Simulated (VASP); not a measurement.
# Rh (P6_3/mmc) in VASP: further runs, part 2 of 2

VASP 6.6.1. Earlier steps stand in the parts before.

## Step 4: Relaxation of cell and atoms, PBEsol, target pressure 50 GPa, at which the enthalpy is minimised

This run uses another cell than the first one, of 11.91 Å³/atom.

File INCAR:

```
SYSTEM = Rh
PREC = Accurate
ENCUT = 600
EDIFF = 1E-7
ISMEAR = 0
SIGMA = 0.1
LREAL = .False.
LASPH = .True.
NELM = 80
ALGO = Fast
ISIF = 3
LWAVE = .False.
LCHARG = .False.
GGA = PS
IBRION = 2
NSW = 70
EDIFFG = -0.008
PSTRESS = 500.0
```

File KPOINTS:

```
regular mesh
0
Gamma
  18 18 10
  0 0 0
```

File POSCAR:

```
Rh
1.0
    2.5741678641      0.0000000000      0.0000000000
   -1.2870839321      2.2292947639      0.0000000000
    0.0000000000      0.0000000000      4.1515545769
Rh
2
Direct
    0.6666666667      0.3333333333      0.7500000000
    0.3333333333      0.6666666667      0.2500000000
```

Potentials or basis: VASP PAW PBE potentials, release 64 (Rh_pv).

Run with:

```
$ cat potpaw_PBE.64/Rh_pv/POTCAR > POTCAR
$ mpirun -np 1 vasp_std > vasp.out
```

OUTCAR:

```text
SYSTEM = Rh
   PREC = Accurate
   ENCUT = 600
   EDIFF = 1E-7
   ISMEAR = 0
   LREAL = .False.
   LASPH = .True.
   NELM = 80
   ISIF = 3
   GGA = PS
   IBRION = 2
   NSW = 70
   EDIFFG = -0.008
   PSTRESS = 500.0

 ion  position               nearest neighbor table
   1  0.667  0.333  0.750-   2 2.55   2 2.55   2 2.55   2 2.55   2 2.55   2 2.55
   2  0.333  0.667  0.250-   1 2.55   1 2.55   1 2.55   1 2.55   1 2.55   1 2.55

  LATTYP: Found a hexagonal cell.
 ALAT       =     2.5741678641
 C/A-ratio  =     1.6127753884

  Lattice vectors:

 A1 = (   2.5741678641,   0.0000000000,   0.0000000000)
 A2 = (  -1.2870839321,   2.2292947639,   0.0000000000)
 A3 = (   0.0000000000,   0.0000000000,   4.1515545769)

Analysis of symmetry for initial positions (statically):
=====================================================================
 Subroutine PRICEL returns:
 Original cell was already a primitive cell.

 Routine SETGRP: Setting up the symmetry group for a
 hexagonal supercell.

 Subroutine GETGRP returns: Found 24 space group operations
 (whereof 12 operations were pure point group operations)
 out of a pool of 24 trial point group operations.

The static configuration has the point symmetry D_3d.
[... 171 lines left out ...]
  Direction    XX          YY          ZZ          XY          YZ          ZX
  --------------------------------------------------------------------------------------
  -------------------------------------------------------------------------------------
  Total        7.7286493      7.7286493      7.8383206     -0.0000000     -0.0000000      0.0000000
  in kB      519.7554728    519.7554728    527.1309240     -0.0000000     -0.0000000      0.0000000
  external PRESSURE =      22.2139565 kB  Pullay stress =     500.0000000 kB
[... 139 lines left out ...]
--------------------------------------- Ionic step        5  -------------------------------------------

 number of electron      30.0000000 magnetization

 Free energy of the ion-electron system (eV)
  ---------------------------------------------------
  ext. energy  EPLUGINS =         0.00000000
  ---------------------------------------------------
  free energy    TOTEN  =       -15.76313019 eV

  energy without entropy =      -15.75022591  energy(sigma->0) =      -15.75667805

 E-fermi :  14.6438     XC(G=0): -15.1325

 val. band max:       14.6390686800   @ k =   0.2222   0.1667   0.2000
 cond. band min:      14.6478799878   @ k =   0.3889   0.1667   0.2000
 fundamental gap:      0.0088113078
 Fermi energy:        14.6438205074

 k-point     1 :       0.0000    0.0000    0.0000
  band No.  band energies     occupation
      1     -33.2700      2.00000
      2     -32.2109      2.00000
      3     -32.2109      2.00000
      4     -32.0584      2.00000
      5     -32.0422      2.00000
      6     -32.0422      2.00000
[... 505 lines left out ...]
      6     -32.2553      2.00000
[... 11 lines left out ...]
     18      21.9809      0.00000
     19      26.0777      0.00000

 [... further k-points ...]

------------------------ aborting loop because EDIFF is reached ----------------------------------------

  FORCE on cell =-STRESS in cart. coord.  units (eV):
  Direction    XX          YY          ZZ          XY          YZ          ZX
  --------------------------------------------------------------------------------------
  -------------------------------------------------------------------------------------
  Total        7.4805462      7.4805462      7.4504498     -0.0000000     -0.0000000      0.0000000
  in kB      501.0448136    501.0448136    499.0289659     -0.0000000     -0.0000000      0.0000000
  external PRESSURE =       0.3728644 kB  Pullay stress =     500.0000000 kB
[... 21 lines left out ...]
  energy  without entropy=      -15.7502259135  energy(sigma->0) =      -15.75667805

  enthalpy is  TOTEN    =        -8.2981829439 eV   P V=        7.4649472488

 reached required accuracy - stopping structural energy minimisation
```

OSZICAR:

```text
N       E                     dE             d eps       ncg     rms          rms(c)
DAV:   1     0.348314896845E+03    0.34831E+03   -0.21255E+04  8444   0.209E+03
DAV:   2    -0.839362621372E+01   -0.35671E+03   -0.34719E+03  8728   0.565E+02
[... 49 lines left out ...]
       N       E                     dE             d eps       ncg     rms          rms(c)
DAV:   1    -0.157636151884E+02    0.34133E-03   -0.17243E-02  8787   0.118E+00    0.134E-01
RMM:   2    -0.157632155646E+02    0.39962E-03   -0.33780E-04  8436   0.179E-01    0.547E-02
RMM:   3    -0.157631291867E+02    0.86378E-04   -0.15248E-04  8436   0.102E-01    0.117E-02
RMM:   4    -0.157631298254E+02   -0.63867E-06   -0.14008E-05  8655   0.351E-02    0.475E-03
RMM:   5    -0.157631301070E+02   -0.28160E-06   -0.36947E-06  9073   0.152E-02    0.125E-03
RMM:   6    -0.157631301927E+02   -0.85686E-07   -0.74106E-07  7676   0.699E-03
   5 F= -.82981829E+01 E0= -.82917308E+01  d E =-.165838E-04
```

CONTCAR:

```text
Rh
   1.00000000000000
     2.5760634486466056   -0.0000000000110475    0.0000000000000000
    -1.2880317243829069    2.2309363882717208   -0.0000000000000000
     0.0000000000000000   -0.0000000000000000    4.1622060718614238
  Rh
     2
Direct
     0.6666666667000030    0.3333333332999970    0.7500000000000000
     0.3333333332999970    0.6666666667000030    0.2500000000000000

  0.00000000E+00  0.00000000E+00  0.00000000E+00
  0.00000000E+00  0.00000000E+00  0.00000000E+00
```

It took 4.7 min on 1 thread of Intel Xeon Platinum 8488C (Sapphire Rapids), shared host; peak memory 0.23 GiB.

What came out:

```yaml
Free_energy: -15.7631 eV
Relaxed_volume: 11.96 Å³/atom
Relaxed_cell: a = 2.576 Å, b = 2.576 Å, c = 4.162 Å, α = 90.00°, β = 90.00°, γ = 120.00°
Space_group_after_relaxing_to_0.1_Å: P6_3/mmc (No. 194)
Energy_change_on_relaxing_the_run_minimises_the_enthalpy: -15.4 meV/atom
Ionic_steps: 5
Pressure_after_relaxing: 50.0 GPa
Band_gap_on_the_k_mesh: zero (bands 15 and 16 overlap by 3.06 eV)
```

Stress tensor (GPa, compression positive):
```
50.10  0.00  0.00
 0.00 50.10  0.00
 0.00  0.00 49.90
```

Step by step:
| step | energy change (eV) | largest force (eV/Å) | pressure (GPa) | volume (Å³) |
| --- | --- | --- | --- | --- |
| 1 | 0.0000 | 0.0000 | 52.22 | 23.82 |
| 2 | -0.1647 | 0.0000 | 40.03 | 24.40 |
| 3 | -0.0323 | 0.0000 | 49.91 | 23.93 |
| 4 | -0.0316 | 0.0000 | 50.00 | 23.92 |
| 5 | -0.0308 | 0.0000 | 50.04 | 23.92 |

Final structure:
```xyz
2
Lattice="2.5761 0.0000 0.0000 -1.2880 2.2309 0.0000 0.0000 0.0000 4.1622" Properties=species:S:1:pos:R:3 pbc="T T T"
Rh    1.2880    0.7436    3.1217
Rh    0.0000    1.4873    1.0406
```

Caveat: the cell is relaxed towards a set pressure, so the run minimises the enthalpy, not the energy; the PAW data sets were made with another functional, which shifts forces and pressure a little.

## Step 5: Relaxation of cell and atoms, PBEsol, target pressure 25 GPa, at which the enthalpy is minimised

This run uses another cell than the first one, of 12.59 Å³/atom.

File INCAR:

```
SYSTEM = Rh
  ALGO = Fast
  EDIFF = 1E-7
  EDIFFG = -0.008
  ENCUT = 600
  GGA = PS
  IBRION = 2
  ISIF = 3
  ISMEAR = 0
  LASPH = .True.
  LCHARG = .False.
  LREAL = .False.
  LWAVE = .False.
  NELM = 80
  NSW = 70
  PREC = Accurate
  PSTRESS = 250.0
  SIGMA = 0.1
```

File KPOINTS:

```
k-points
0
Gamma
  18 18 10
  0 0 0
```

File POSCAR:

```
Rh
1.0
    2.6228596901      0.0000000000      0.0000000000
   -1.3114298451      2.2714631222      0.0000000000
    0.0000000000      0.0000000000      4.2268653320
Rh
2
Direct
    0.6666666667      0.3333333333      0.7500000000
    0.3333333333      0.6666666667      0.2500000000
```

Run with:

```
$ cat potpaw_PBE.64/Rh_pv/POTCAR > POTCAR
$ mpirun -np 1 vasp_std > vasp.out
```

It took 6.5 min on 1 thread of Intel Xeon Platinum 8488C (Sapphire Rapids), shared host; peak memory 0.24 GiB.

Results (log left out):

```
Free energy                                                : -16.0669 eV
Relaxed volume                                             : 12.61 Å³/atom
Relaxed cell                                               : a = 2.624 Å, b = 2.624 Å, c = 4.232 Å, α = 90.00°, β = 90.00°, γ = 120.00°
Space group after relaxing (to 0.1 Å)                      : P6_3/mmc (No. 194)
Energy change on relaxing (the run minimises the enthalpy) : -3.6 meV/atom
Ionic steps                                                : 8
Pressure after relaxing                                    : 25.0 GPa
Band gap on the k mesh                                     : zero (bands 15 and 16 overlap by 2.82 eV)
```

Step by step:
| step | energy change (eV) | largest force (eV/Å) | pressure (GPa) | volume (Å³) |
| --- | --- | --- | --- | --- |
| 1 | 0.0000 | 0.0000 | 25.83 | 25.18 |
| 2 | -0.0354 | 0.0000 | 21.84 | 25.42 |
| 3 | -0.0080 | 0.0000 | 24.99 | 25.23 |
| 4 | -0.0082 | 0.0000 | 24.91 | 25.23 |
| 5 | -0.0049 | 0.0000 | 25.28 | 25.21 |
| 6 | -0.0067 | 0.0000 | 25.09 | 25.22 |
| 7 | -0.0081 | 0.0000 | 24.93 | 25.23 |
| 8 | -0.0073 | 0.0000 | 25.00 | 25.23 |

Final structure:
```
CELL_PARAMETERS angstrom
2.62360 0.00000 0.00000
-1.31180 2.27210 0.00000
0.00000 0.00000 4.23218
ATOMIC_POSITIONS crystal
Rh 0.66667 0.33333 0.75000
Rh 0.33333 0.66667 0.25000
```

Levels at points of the mesh, in eV from the Fermi level:
| k point | band 12 | band 13 | band 14 | band 15 | band 16 | band 17 | band 18 | band 19 |
| --- | --- | --- | --- | --- | --- | --- | --- | --- |
| (0.00, 0.00, 0.00) | -2.90 | -2.90 | -2.24 | -2.24 | 0.14 | 0.14 | 0.57 | 9.50 |
| (0.50, 0.00, 0.00) | -2.57 | -2.52 | 0.49 | 0.74 | 0.85 | 3.29 | 5.56 | 10.94 |
| (0.00, 0.00, 0.50) | -3.64 | -3.64 | -3.64 | -0.51 | -0.51 | -0.51 | -0.51 | 15.02 |
| (0.50, 0.00, 0.50) | -1.97 | -0.42 | -0.42 | 0.70 | 0.70 | 2.77 | 2.77 | 10.16 |

Caveat: the cell is relaxed towards a set pressure, so the run minimises the enthalpy, not the energy; the PAW data sets were made with another functional, which shifts forces and pressure a little.

## Step 6: The runs side by side

```csv
task,cell,k mesh,cutoff (eV),gap on the mesh (eV),pressure (GPa)
single point,"a = 2.689, b = 2.689, c = 4.329 Å, angles 90.0, 90.0, 120.0°, 2 atoms",24 × 24 × 12,520,none,-0.1
relaxation of cell and atoms,"relaxed to 90 GPa from a = 2.515, b = 2.515, c = 4.061 Å, angles 90.0, 90.0, 120.0°, 2 atoms",18 × 18 × 10,600,none,90.0
relaxation of cell and atoms,"relaxed to 50 GPa from a = 2.574, b = 2.574, c = 4.152 Å, angles 90.0, 90.0, 120.0°, 2 atoms",18 × 18 × 10,600,none,50.0
relaxation of cell and atoms,"relaxed to 25 GPa from a = 2.623, b = 2.623, c = 4.227 Å, angles 90.0, 90.0, 120.0°, 2 atoms",18 × 18 × 10,600,none,25.0
```

Alike in all rows: level PBEsol; potentials or basis VASP PAW PBE potentials, release 64 (Rh_pv); no spin polarisation; smearing gaussian 0.1 eV.

Caveats: the PAW data sets were made with another functional, which shifts forces and pressure a little; the cell is relaxed towards a set pressure, so the run minimises the enthalpy, not the energy (at least some runs).

Total energies depend on the potentials used, so only differences within one code and one set of settings carry meaning.
